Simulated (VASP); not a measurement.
# Ti (Im-3m) in VASP: single point with r2SCAN

Aim: the single point of Ti with r2SCAN.

Program: VASP 6.6.1. These are calculated values, not measurements. Logs are shortened: lines on timing, memory, paths and dates and some standing lists are left out, and cuts for length are marked.

## 1. The cell of the first run

It takes space group Im-3m (No. 229, cubic). Conventional cell: a = 3.282 Å, b = 3.282 Å, c = 3.282 Å, α = 90.00°, β = 90.00°, γ = 90.00°. Ti (site symmetry m-3m) has 14 Ti at 2.84 to 3.28 Å within 3.7 Å.

This isn't the form of Ti at room conditions, which is hcp.

## 2. Single point, r2SCAN

Input file POSCAR:

```
Ti
1.0
   -3.2820000000      0.0000000000      0.0000000000
    0.0000000000     -3.2820000000      0.0000000000
    0.0000000000      0.0000000000      9.8460000000
Ti
6
Direct
    0.5000000000      0.5000000000      0.1666666667
    0.0000000000      0.0000000000      0.0000000000
    0.5000000000      0.5000000000      0.5000000000
    0.0000000000      0.0000000000      0.3333333333
    0.5000000000      0.5000000000      0.8333333333
    0.0000000000      0.0000000000      0.6666666667
```

Input file INCAR.step1:

```
SYSTEM = Ti
PREC = Accurate
ENCUT = 520
ISMEAR = 0
SIGMA = 0.15
LREAL = .False.
LASPH = .True.
NELM = 100
NBANDS = 45
GGA = PE
ALGO = Normal
EDIFF = 1E-4
LWAVE = .True.
LCHARG = .False.
```

Input file INCAR.step2:

```
SYSTEM = Ti
PREC = Accurate
ENCUT = 520
EDIFF = 1E-6
ISMEAR = 0
SIGMA = 0.15
LREAL = .False.
LASPH = .True.
NELM = 100
ALGO = Normal
ISIF = 2
LWAVE = .False.
LCHARG = .False.
METAGGA = R2SCAN
LMIXTAU = .True.
NBANDS = 45
ISTART = 1
```

Input file KPOINTS:

```
regular mesh
0
Gamma
  14 14 5
  0 0 0
```

Potentials or basis: VASP PAW PBE potentials, release 64 (Ti_sv).

The run is started by

```
> cat potpaw_PBE.64/Ti_sv/POTCAR > POTCAR
> cp INCAR.step1 INCAR
> mpirun -np 1 vasp_std > vasp.out
> cp INCAR.step2 INCAR
> mpirun -np 1 vasp_std > vasp.out
```

OUTCAR:

```text
SYSTEM = Ti
   PREC = Accurate
   ENCUT = 520
   EDIFF = 1E-6
   ISMEAR = 0
   LREAL = .False.
   LASPH = .True.
   NELM = 100
   ISIF = 2
   METAGGA = R2SCAN
   ISTART = 1

 ion  position               nearest neighbor table
   1  0.500  0.500  0.167-   4 2.84   4 2.84   4 2.84   4 2.84   2 2.84   2 2.84   2 2.84   2 2.84

   2  0.000  0.000  0.000-   1 2.84   5 2.84   1 2.84   5 2.84   1 2.84   5 2.84   1 2.84   5 2.84

   3  0.500  0.500  0.500-   4 2.84   6 2.84   4 2.84   6 2.84   4 2.84   6 2.84   4 2.84   6 2.84

   4  0.000  0.000  0.333-   1 2.84   1 2.84   1 2.84   1 2.84   3 2.84   3 2.84   3 2.84   3 2.84

   5  0.500  0.500  0.833-   6 2.84   6 2.84   6 2.84   6 2.84   2 2.84   2 2.84   2 2.84   2 2.84

   6  0.000  0.000  0.667-   5 2.84   5 2.84   5 2.84   5 2.84   3 2.84   3 2.84   3 2.84   3 2.84

  LATTYP: Found a simple tetragonal cell.
 ALAT       =     3.2820000000
 C/A-ratio  =     3.0000000000

  Lattice vectors:

 A1 = (  -3.2820000000,   0.0000000000,   0.0000000000)
 A2 = (   0.0000000000,  -3.2820000000,   0.0000000000)
 A3 = (   0.0000000000,   0.0000000000,   9.8460000000)

Analysis of symmetry for initial positions (statically):
=====================================================================
 Subroutine PRICEL returns following result:

  LATTYP: Found a body centered cubic cell.
 ALAT       =     3.2819999996

  Lattice vectors:

 A1 = (  -1.6410000000,  -1.6410000000,  -1.6409999993)
 A2 = (   1.6410000000,  -1.6410000000,   1.6409999993)
 A3 = (  -1.6410000000,   1.6410000000,   1.6410000003)

   6 primitive cells build up your supercell.

 Routine SETGRP: Setting up the symmetry group for a
 simple tetragonal supercell.

 Subroutine GETGRP returns: Found 16 space group operations
 (whereof 16 operations were pure point group operations)
 out of a pool of 16 trial point group operations.

The static configuration has the point symmetry D_4h.

Analysis of symmetry for dynamics (positions and initial velocities):
=====================================================================
 Subroutine PRICEL returns following result:

  LATTYP: Found a body centered cubic cell.
 ALAT       =     3.2819999996

  Lattice vectors:

[... 108 lines left out ...]
   LASPH  =      T    aspherical Exc in radial PAW
   ENCUT  =  520.0 eV  38.22 Ry    6.18 a.u.   6.10  6.10 18.31*2*pi/ulx,y,z
   NELM   =    100;   NELMIN=  2; NELMDL=  0     # of ELM steps
   EDIFF  = 0.1E-05   stopping-criterion for ELM
   LREAL  =      F    real-space projection
   EDIFFG = 0.1E-04   stopping-criterion for IOM
   NSW    =      0    number of steps for IOM
   IBRION =     -1    ionic relax: 0-MD 1-quasi-New 2-CG
   NFREE  =      0    steps in history (QN), initial steepest desc. (CG)
   ISIF   =      2    stress and relaxation
   ISYM   =      2    0-nonsym 1-usesym 2-fastsym
   POTIM  = 0.5000    time-step for ionic-motion
   TEBEG  =    0.0;   TEEND  =   0.0 temperature during run
   PSTRESS=    0.0 pullay stress
   NELECT =      72.0000    total number of electrons
   NUPDOWN=      -1.0000    fix difference up-down
   EMIN   =  10.00;   EMAX   =-10.00  energy-range for DOS
   EFERMI =   0.00;   METHOD = LEGACY
   ISMEAR =     0;   SIGMA  =   0.15  broadening in eV -4-tet -1-fermi 0-gaus
   EFERMI_NEDOS =   21; number of points for ismear=-14 and -15
   IALGO  =     38    algorithm
   IMIX   =      4    mixing-type and parameters
     AMIX     =   0.40;   BMIX     =  1.00
     AMIX_MAG =   1.60;   BMIX_MAG =  1.00
  volume/ion in A,a.u.               =      17.68       119.28
  Fermi-wavevector in a.u.,A,eV,Ry     =   1.438821  2.718977 28.166848  2.070205
  Thomas-Fermi vector in A             =   2.557745
   LORBIT       =      0    0 simple, 1 ext, 2 COOP (PROOUT), +10 PAW based schemes
   METAGGA = R2SCAN    functional components
   LHFCALC =     F    Hartree Fock is set to
   AEXX    =    0.0000 exact exchange contribution
   IVDW    =     0    specifies the selected vdW correction
   LEPSILON=     F    determine dielectric tensor
   LRPA    =     F    only Hartree local field effects (RPA)
 non-spin polarized calculation
 Gauss-broadening in eV      SIGMA  =   0.15
  energy-cutoff  :      520.00
  volume of cell :      106.06
 maximum number of plane-waves:      2890
   NGX = 13   NGY = 13   NGZ = 37

 number of electron      72.0000042 magnetization

 Free energy of the ion-electron system (eV)
  ---------------------------------------------------
  ext. energy  EPLUGINS =         0.00000000
  ---------------------------------------------------
  free energy    TOTEN  =       -76.93957634 eV

  energy without entropy =      -76.78568306  energy(sigma->0) =      -76.86262970

 E-fermi :   7.9379     XC(G=0): -12.3098

 val. band max:        7.9372775235   @ k =   0.3571   0.1429   0.0000
 cond. band min:       7.9406207043   @ k =   0.5000   0.2857   0.4000
 fundamental gap:      0.0033431808
 Fermi energy:         7.9378927770

 k-point     1 :       0.0000    0.0000    0.0000
  band No.  band energies     occupation
      1     -51.0131      2.00000
      2     -50.9522      2.00000
      3     -50.9522      2.00000
      4     -50.8442      2.00000
      5     -50.8442      2.00000
      6     -50.7974      2.00000
[... 1141 lines left out ...]
     44      10.2553      0.00000
     45      10.6899      0.00000

 [... further k-points ...]

------------------------ aborting loop because EDIFF is reached ----------------------------------------

  FORCE on cell =-STRESS in cart. coord.  units (eV):
  Direction    XX          YY          ZZ          XY          YZ          ZX
  --------------------------------------------------------------------------------------
  -------------------------------------------------------------------------------------
  Total       -1.6126100     -1.6126100     -1.6117725      0.0000000     -0.0000000     -0.0000000
  in kB      -24.3614389    -24.3614389    -24.3487871      0.0000000     -0.0000000     -0.0000000
  external PRESSURE =     -24.3572216 kB  Pullay stress =       0.0000000 kB

 VOLUME and BASIS-vectors are now :
 -----------------------------------------------------------------------------
  energy-cutoff  :      520.00
  volume of cell :      106.06
      direct lattice vectors                 reciprocal lattice vectors
    -3.282000000  0.000000000  0.000000000    -0.304692261  0.000000000  0.000000000
     0.000000000 -3.282000000  0.000000000     0.000000000 -0.304692261  0.000000000
     0.000000000  0.000000000  9.846000000     0.000000000  0.000000000  0.101564087

 POSITION                                       TOTAL-FORCE (eV/Angst)
 -----------------------------------------------------------------------------------
     -1.64100     -1.64100      1.64100        -0.000000      0.000000      0.000000
      0.00000      0.00000      0.00000         0.000000     -0.000000      0.000000
     -1.64100     -1.64100      4.92300        -0.000000     -0.000000      0.000000
      0.00000      0.00000      3.28200        -0.000000      0.000000     -0.000000
     -1.64100     -1.64100      8.20500         0.000000      0.000000     -0.000000
      0.00000      0.00000      6.56400         0.000000     -0.000000      0.000000
 -----------------------------------------------------------------------------------
    total drift:                               -0.000000      0.000000      0.000000

  FREE ENERGIE OF THE ION-ELECTRON SYSTEM (eV)
  ---------------------------------------------------
  free  energy   TOTEN  =       -76.9395763381 eV

  energy  without entropy=      -76.7856830598  energy(sigma->0) =      -76.86262970
```

OUTCAR.step1:

```text
SYSTEM = Ti
   PREC = Accurate
   ENCUT = 520
   ISMEAR = 0
   LREAL = .False.
   LASPH = .True.
   NELM = 100
[... 1403 lines left out ...]
      0.00000      0.00000      3.28200         0.000000      0.000000     -0.000000
     -1.64100     -1.64100      8.20500        -0.000000      0.000000     -0.000000
      0.00000      0.00000      6.56400        -0.000000     -0.000000      0.000000
 -----------------------------------------------------------------------------------
    total drift:                               -0.000000      0.000000      0.000000

  FREE ENERGIE OF THE ION-ELECTRON SYSTEM (eV)
  ---------------------------------------------------
  free  energy   TOTEN  =       -46.4041714374 eV

  energy  without entropy=      -46.2437401521  energy(sigma->0) =      -46.32395579
```

It took 50 min on 1 thread of Oxide Virtual Turin-like, shared host; peak memory 0.42 GiB.

What came out:

- Free energy: -76.9396 eV
- Pressure: -2.4 GPa
- Band gap on the k mesh: zero (bands 36 and 37 overlap by 1.62 eV)

Levels at points of the mesh, in eV from the Fermi level:
```tsv
k point	band 31	band 32	band 33	band 34	band 35	band 36	band 37	band 38	band 39	band 40
(0.00, 0.00, 0.00)	-1.92	-1.14	-1.14	1.08	1.08	1.08	1.08	1.12	1.12	1.12
(0.50, 0.00, 0.00)	-0.04	-0.04	-0.04	-0.04	0.05	0.05	0.23	0.23	0.23	0.23
(0.50, 0.50, 0.00)	-0.66	-0.66	-0.66	-0.66	-0.32	-0.32	-0.28	-0.28	-0.28	-0.28
```

Caveat: the PAW data sets were made with another functional, which shifts forces and pressure a little.
